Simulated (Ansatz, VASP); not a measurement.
## Li2Se: VASP beside Ansatz

```
CELL_PARAMETERS angstrom
0.00000 2.98801 2.98801
2.98801 0.00000 2.98801
2.98801 2.98801 0.00000
ATOMIC_POSITIONS crystal
Li 0.25000 0.25000 0.25000
Li 0.75000 0.75000 0.75000
Se 0.00000 0.00000 0.00000
```

Alike in both runs: task single point; functional PBE; dispersion D4; k mesh 8 × 8 × 8; occupations gaussian, width 0.05 eV; no spin polarisation.

```csv
,VASP,Ansatz
version,VASP 6.6.1,Ansatz 0.2.0
potentials or method,"VASP PAW PBE potentials, release 64 (Li_sv, Se), cutoff 750 eV","scalar-relativistic, plane waves, PAW"
valence electrons in the cell,12,22
```

```tsv
	VASP	Ansatz	Ansatz less VASP
gap on the k mesh at the Fermi level (eV)	2.96	2.97	+0.006
least direct gap on the mesh (eV)	3.44	3.44	-0.003
pressure (GPa)	-0.8	-0.7	+0.06
```

VASP's potentials hold 12 valence electrons a cell and Ansatz's 22, so a difference there can come from the potentials and not from the codes.
